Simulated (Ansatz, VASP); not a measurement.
# Two plane-wave programs on MoS2

```
CELL_PARAMETERS angstrom
3.18445 0.00000 0.00000
-1.59222 2.75781 0.00000
0.00000 0.00000 12.99058
ATOMIC_POSITIONS crystal
Mo 0.66667 0.33333 0.25000
Mo 0.33333 0.66667 0.75000
S 0.66667 0.33333 0.63047
S 0.33333 0.66667 0.36953
S 0.66667 0.33333 0.86953
S 0.33333 0.66667 0.13047
```

Alike in both runs: functional r2SCAN; k mesh 12 × 12 × 2; occupations gaussian, width 0.02 eV; no spin polarisation.

Ansatz relaxed the structure, and its values are those at the end. VASP's run is a single point on that final structure, the one shown.

```csv
,VASP,Ansatz
version,VASP 6.6.1,Ansatz 0.2.0
potentials or method,"VASP PAW PBE potentials, release 64 (Mo_sv, S), cutoff 520 eV","scalar-relativistic, plane waves, PAW"
valence electrons in the cell,52,52
```

```tsv
	VASP	Ansatz	Ansatz less VASP
gap on the k mesh at the Fermi level (eV)	1.18	1.16	-0.018
least direct gap on the mesh (eV)	1.73	1.72	-0.008
pressure (GPa)	0.0	0.0	-0.02
```

VASP's potentials were made for PBE, not for r2SCAN.
